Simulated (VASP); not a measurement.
Input of a VASP 6.6.1 run:

POSCAR

```
ZnSe
1.0
    3.7025119948      0.0000000000      0.0000000000
   -1.8512559974      3.2064694453      0.0000000000
    0.0000000000      0.0000000000      6.0067215170
Zn Se
2 2
Direct
    0.0000000000      0.0000000000      0.0000000000
    0.0000000000      0.0000000000      0.5000000000
    0.3333333333      0.6666666667      0.2500000000
    0.6666666667      0.3333333333      0.7500000000
```

The input INCAR.step1:

```
PREC = Accurate
ENCUT = 520
ISMEAR = -1
SIGMA = 0.02
LREAL = F
LASPH = T
NELM = 100
NBANDS = 26
GGA = PE
ALGO = Normal
EDIFF = 1E-4
LWAVE = T
LCHARG = F
```

Contents of INCAR.step2:

```
PREC = Accurate
ENCUT = 520
EDIFF = 1E-6
ISMEAR = -1
SIGMA = 0.02
LREAL = F
LASPH = T
NELM = 100
ALGO = Normal
ISIF = 2
LWAVE = F
LCHARG = F
METAGGA = R2SCAN
LMIXTAU = T
NBANDS = 26
ISTART = 1
```

File KPOINTS:

```
Automatic mesh
0
Gamma
  6 6 4
```

Potentials or basis: VASP PAW PBE potentials, release 64 (Zn, Se).

The run is started by

```console
$ cat potpaw_PBE.64/Zn/POTCAR potpaw_PBE.64/Se/POTCAR > POTCAR
$ cp INCAR.step1 INCAR
$ mpirun -np 1 vasp_std > vasp.out
$ cp INCAR.step2 INCAR
$ mpirun -np 1 vasp_std > vasp.out
```

Problem. Estimate the band gap on the k mesh.

Solution. Zero (band 18 reaches 3.67 eV, above the bottom of band 19 at 3.61 eV).

Problem. Predict the pressure.

Solution. 5.9 GPa.

Stress tensor (GPa, compression positive):
```
5.69 0.00 0.00
0.00 5.69 0.00
0.00 0.00 6.37
```

Caveat: the PAW data sets were made with another functional, which shifts forces and pressure a little.
